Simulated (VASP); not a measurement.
# MgS (Fm-3m) in VASP: G0W0 quasiparticle levels with PBE

Aim: the G0W0 quasiparticle levels of MgS with PBE.

Everything below comes from runs of VASP 6.6.1. Logs are shortened: lines on timing, memory, paths and dates and some standing lists are left out, and cuts for length are marked.

## (1) The cell of the first run

The structure is cubic, space group Fm-3m (No. 225). Conventional cell: a = 5.203 Å, b = 5.203 Å, c = 5.203 Å, α = 90.00°, β = 90.00°, γ = 90.00°. Mg (site symmetry m-3m) has 6 S at 2.60 Å within 3.4 Å. S (site symmetry m-3m) has 6 Mg at 2.60 Å within 3.4 Å.

## (2) G0W0 quasiparticle levels, PBE

POSCAR

```
MgS
1.0
    0.0000000000      2.6015179373      2.6015179373
    2.6015179373      0.0000000000      2.6015179373
    2.6015179373      2.6015179373      0.0000000000
Mg S
1 1
Direct
    0.0000000000      0.0000000000      0.0000000000
    0.5000000000      0.5000000000      0.5000000000
```

INCAR.step1

```
ALGO = Normal
EDIFF = 1E-8
ENCUT = 500
GGA = PE
ISMEAR = 0
LASPH = T
LCHARG = F
LREAL = F
LWAVE = T
NELM = 60
PREC = Accurate
SIGMA = 0.01
```

INCAR.step2

```
ALGO = Exact
EDIFF = 1E-8
ENCUT = 500
GGA = PE
ISMEAR = 0
ISTART = 1
LASPH = T
LCHARG = F
LOPTICS = T
LREAL = F
LWAVE = T
NBANDS = 64
NELM = 1
PREC = Accurate
SIGMA = 0.01
```

INCAR.step3

```
ALGO = EVGW0
EDIFF = 1E-8
ENCUT = 500
ENCUTGW = 80.0
GGA = PE
ISMEAR = 0
ISTART = 1
LASPH = T
LCHARG = F
LREAL = F
LWAVE = F
NBANDS = 64
NBANDSGW = 12
NELMGW = 1
NOMEGA = 48
PREC = Accurate
PRECFOCK = Fast
SIGMA = 0.01
```

KPOINTS

```
k-points
0
Gamma
  4 4 4
```

Potentials or basis: VASP PAW PBE potentials, release 64 (Mg_GW, S_GW).

Started as:

```bash
$ cat potpaw_PBE.64/Mg_GW/POTCAR potpaw_PBE.64/S_GW/POTCAR > POTCAR
$ cp INCAR.step1 INCAR
$ mpirun -np 1 vasp_std > vasp.out
$ cp INCAR.step2 INCAR
$ mpirun -np 1 vasp_std > vasp.out
$ cp INCAR.step3 INCAR
$ mpirun -np 1 vasp_std > vasp.out
```

OUTCAR:

```text
EDIFF = 1E-8
   ENCUT = 500
   ENCUTGW = 80.0
   GGA = PE
   ISMEAR = 0
   ISTART = 1
   LASPH = T
   LREAL = F
   NELMGW = 1
   PREC = Accurate
   PRECFOCK = Fast

 ion  position               nearest neighbor table
   1  0.000  0.000  0.000-
   2  0.500  0.500  0.500-

  LATTYP: Found a face centered cubic cell.
 ALAT       =     5.2030358746

  Lattice vectors:

 A1 = (   0.0000000000,   2.6015179373,   2.6015179373)
 A2 = (   2.6015179373,   0.0000000000,   2.6015179373)
 A3 = (   2.6015179373,   2.6015179373,   0.0000000000)

Analysis of symmetry for initial positions (statically):
=====================================================================
 Subroutine PRICEL returns:
 Original cell was already a primitive cell.

 Routine SETGRP: Setting up the symmetry group for a
 face centered cubic supercell.

 Subroutine GETGRP returns: Found 48 space group operations
 (whereof 48 operations were pure point group operations)
 out of a pool of 48 trial point group operations.

The static configuration has the point symmetry O_h .

Analysis of symmetry for dynamics (positions and initial velocities):
=====================================================================
 Subroutine PRICEL returns:
 Original cell was already a primitive cell.

 Routine SETGRP: Setting up the symmetry group for a
 face centered cubic supercell.

 Subroutine GETGRP returns: Found 48 space group operations
 (whereof 48 operations were pure point group operations)
 out of a pool of 48 trial point group operations.

The dynamic configuration has the point symmetry O_h .

 Subroutine INISYM returns: Found 48 space group operations
 (whereof 48 operations are pure point group operations),
 and found     1 'primitive' translations

----------------------------------------------------------------------------------------

                                     Primitive cell

  volume of cell :      35.2136

  direct lattice vectors                    reciprocal lattice vectors
     0.000000000  2.601517937  2.601517937    -0.192195484  0.192195484  0.192195484
     2.601517937  0.000000000  2.601517937     0.192195484 -0.192195484  0.192195484
     2.601517937  2.601517937  0.000000000     0.192195484  0.192195484 -0.192195484

  length of vectors
     3.679101950  3.679101950  3.679101950     0.332892344  0.332892344  0.332892344

  position of ions in fractional coordinates (direct lattice)
     0.000000000  0.000000000  0.000000000
     0.500000000  0.500000000  0.500000000

  ion indices of the primitive-cell ions
   primitive index   ion index
                 1           1
                 2           2

----------------------------------------------------------------------------------------

 KPOINTS: k-points

Automatic generation of k-mesh.
 Grid dimensions read from file:
 generate k-points for:    4    4    4

 Generating k-lattice:

  Cartesian coordinates                     Fractional coordinates (reciprocal lattice)
    -0.048048871  0.048048871  0.048048871     0.250000000  0.000000000  0.000000000
     0.048048871 -0.048048871  0.048048871     0.000000000  0.250000000  0.000000000
     0.048048871  0.048048871 -0.048048871     0.000000000  0.000000000  0.250000000

  Length of vectors
     0.083223086  0.083223086  0.083223086

  Shift w.r.t. Gamma in fractional coordinates (k-lattice)
     0.000000000  0.000000000  0.000000000

 Subroutine IBZKPT returns following result:
 ===========================================

 Found      8 irreducible k-points:

 Following reciprocal coordinates:
            Coordinates               Weight
  0.000000  0.000000  0.000000      1.000000
  0.250000  0.000000  0.000000      8.000000
  0.500000  0.000000  0.000000      4.000000
  0.250000  0.250000  0.000000      6.000000
  0.500000  0.250000  0.000000     24.000000
 -0.250000  0.250000  0.000000     12.000000
  0.500000  0.500000  0.000000      3.000000
 -0.250000  0.500000  0.250000      6.000000
   k-points           NKPTS =      8   k-points in BZ     NKDIM =     64   number of bands    NBANDS=     64
   number of dos      NEDOS =    301   number of ions     NIONS =      2
   total plane-waves  NPLWV =  21952
   dimension x,y,z NGX =    28 NGY =   28 NGZ =   28
   dimension x,y,z NGXF=    56 NGYF=   56 NGZF=   56
   ions per type =               1   1
   NGX,Y,Z   is equivalent  to a cutoff of  12.65, 12.65, 12.65 a.u.
   NGXF,Y,Z  is equivalent  to a cutoff of  25.30, 25.30, 25.30 a.u.
 SYSTEM =  unknown system
   PREC   = accura    normal or accurate (medium, high low for compatibility)
   ISTART =      1    job   : 0-new  1-cont  2-samecut
   ICHARG =      0    charge: 1-file 2-atom 10-const
   ISPIN  =      1    spin polarized calculation?
   LNONCOLLINEAR =      F non collinear calculations
   LSORBIT =      F    spin-orbit coupling
   LASPH  =      T    aspherical Exc in radial PAW
   ENCUT  =  500.0 eV  36.75 Ry    6.06 a.u.   6.71  6.71  6.71*2*pi/ulx,y,z
   NELM   =     60;   NELMIN=  2; NELMDL=  0     # of ELM steps
   EDIFF  = 0.1E-07   stopping-criterion for ELM
   LREAL  =      F    real-space projection
   EDIFFG = 0.1E-06   stopping-criterion for IOM
   NSW    =      0    number of steps for IOM
   IBRION =     -1    ionic relax: 0-MD 1-quasi-New 2-CG
   NFREE  =      0    steps in history (QN), initial steepest desc. (CG)
   ISIF   =      0    stress and relaxation
   ISYM   =      3    0-nonsym 1-usesym 2-fastsym
   POTIM  = 0.5000    time-step for ionic-motion
   TEBEG  =    0.0;   TEEND  =   0.0 temperature during run
   PSTRESS=    0.0 pullay stress
   NELECT =       8.0000    total number of electrons
   NUPDOWN=      -1.0000    fix difference up-down
   EMIN   =  10.00;   EMAX   =-10.00  energy-range for DOS
   EFERMI =   0.00;   METHOD = LEGACY
   ISMEAR =     0;   SIGMA  =   0.01  broadening in eV -4-tet -1-fermi 0-gaus
   EFERMI_NEDOS =   21; number of points for ismear=-14 and -15
   IALGO  =     38    algorithm
   IMIX   =      4    mixing-type and parameters
     AMIX     =   0.40;   BMIX     =  1.00
     AMIX_MAG =   1.60;   BMIX_MAG =  1.00
  volume/ion in A,a.u.               =      17.61       118.82
  Fermi-wavevector in a.u.,A,eV,Ry     =   0.998929  1.887702 13.576701  0.997859
  Thomas-Fermi vector in A             =   2.131185
   LORBIT       =      0    0 simple, 1 ext, 2 COOP (PROOUT), +10 PAW based schemes
   GGA     = PE    functional components
   LHFCALC =     T    Hartree Fock is set to
   PRECFOCK=fast      Normal, Fast or Accurate (Low or Medium for compatibility)
   ENCUT4O =  -1.0   cutoff for four orbital integrals eV
   NKREDX  =     1    reduce k-point grid by
   NKREDY  =     1    reduce k-point grid by
   NKREDZ  =     1    reduce k-point grid by
   AEXX    =    1.0000 exact exchange contribution
   HFSCREEN=    0.0000 screening length (either q_TF or 0.3 A-1)
   HFSCREENC=   0.0000 screening length for correlation (either q_TF or 0.3 A-1)
   ENCUTFOCK=  -1.0 apply spherical cutoff to Coloumb kernel
   IVDW    =     0    specifies the selected vdW correction
   LEPSILON=     F    determine dielectric tensor
   LRPA    =     F    only Hartree local field effects (RPA)
   LRPAFORCE           =     F    calculate RPA forces
   ENCUTGW             =  80.0    cutoff for response function in eV
   ENCUTGWSOFT         =  64.0    soft cutoff for Coulomb kernel in GW response function in eV
   ENCUTLF             =  -1.0    cutoff for local field effects
   NELMGW              =     1    number of iterations in solving QP/BSE equation
   NELMHF              =     1    number of iterations in the inner HF iteration
   NKREDLFX            =     1    NKREDLFY  =   1   NKREDLFZ  =   1
 non-spin polarized calculation
 Gauss-broadening in eV      SIGMA  =   0.01
  energy-cutoff  :      500.00
  volume of cell :       35.21
 maximum number of plane-waves:       896
 NGX is ok and might be reduce to    28
  NGX = 16; NGY = 16; NGZ = 16
   NGX = 13   NGY = 13   NGZ = 13
 maximum number of plane-waves:        64
 NGX is ok and might be reduce to    14

 QP shifts <psi_nk| G(iteration)W_0 |psi_nk>: iteration 1
 for sc-GW calculations column KS-energies equals QP-energies in previous step
 and V_xc(KS)=  KS-energies - (<T + V_ion + V_H > + <T+V_H+V_ion>^1  + <V_x>^1)

 k-point   1 :       0.0000    0.0000    0.0000
  band No.  KS-energies  QP-energies   sigma(KS)   V_xc(KS)     V^pw_x(r,r')   Z            occupation Imag(sigma)

      1      -8.9031      -9.5131     -13.4539     -12.5924     -20.8482       0.7081       2.0000       1.5410
      2       3.7694       3.1242     -14.1355     -13.2991     -16.2918       0.7714       2.0000       0.0812
      3       3.7694       3.1242     -14.1355     -13.2991     -16.2918       0.7714       2.0000       0.0812
      4       3.7694       3.1242     -14.1355     -13.2991     -16.2918       0.7714       2.0000       0.0812
      5       7.4664       8.1734      -9.1159     -10.0068      -5.3349       0.7936       0.0000      -0.0831
      6      11.6705      12.3631      -8.4736      -9.3531      -4.2292       0.7874       0.0000      -0.1094
      7      11.6705      12.3631      -8.4736      -9.3531      -4.2292       0.7874       0.0000      -0.1094
      8      11.6705      12.3631      -8.4736      -9.3531      -4.2292       0.7874       0.0000      -0.1094
      9      14.0200      14.9684      -9.2323     -10.4704      -4.5845       0.7660       0.0000      -0.1682
     10      14.0200      14.9684      -9.2323     -10.4704      -4.5845       0.7660       0.0000      -0.1682
     11      16.3030      16.3431      -7.2018      -7.2547      -1.8104       0.7578       0.0000      -0.3448
     12      16.9252      17.4962      -7.6825      -8.4478      -2.0448       0.7460       0.0000      -0.4332

 k-point   2 :       0.2500    0.0000    0.0000
  band No.  KS-energies  QP-energies   sigma(KS)   V_xc(KS)     V^pw_x(r,r')   Z            occupation Imag(sigma)
[... 97 lines left out ...]
      1      -7.1745      -7.5299     -14.3084     -13.7976     -21.4358       0.6957       2.0000       1.1304
      2       0.5322      -0.4170     -12.5151     -11.2429     -15.3373       0.7461       2.0000       0.1281
      3       0.5322      -0.4170     -12.5151     -11.2429     -15.3373       0.7461       2.0000       0.1281
      4       1.4018       0.5918     -12.5363     -11.4684     -14.9863       0.7584       2.0000       0.1044
      5       8.9898       9.8136      -9.3305     -10.3801      -5.6087       0.7849       0.0000      -0.0908
      6      11.6928      12.3752      -9.1682     -10.0469      -4.8531       0.7766       0.0000      -0.1224
      7      11.6928      12.3752      -9.1682     -10.0469      -4.8531       0.7766       0.0000      -0.1224
      8      11.7890      12.5372      -8.4031      -9.3748      -3.8719       0.7700       0.0000      -0.1394
      9      18.0550      18.7234      -8.9425      -9.8361      -3.0984       0.7481       0.0000      -0.5450
     10      18.0550      18.7234      -8.9425      -9.8361      -3.0984       0.7481       0.0000      -0.5450
     11      19.3448      20.2116      -9.4946     -10.6351      -3.7099       0.7600       0.0000      -0.5976
     12      19.4521      20.5690     -10.5646     -12.0562      -4.7658       0.7488       0.0000      -0.5154
```

Wall time 90 s (1 thread of Intel Xeon 8259CL, shared host); peak memory 0.31 GiB.

What came out:

| Property | Result |
| --- | --- |
| Quasiparticle gap | 4.07 eV |
| Least direct quasiparticle gap | 5.05 eV |
| Band gap of the starting levels on the mesh | 2.75 eV |
| Least direct gap of the starting levels on the mesh | 3.70 eV |

Caveat: the k points lie up to 0.52 Å⁻¹ apart; bands, screening cutoff and mesh are small and nothing is extrapolated, so the quasiparticle values aren't converged.
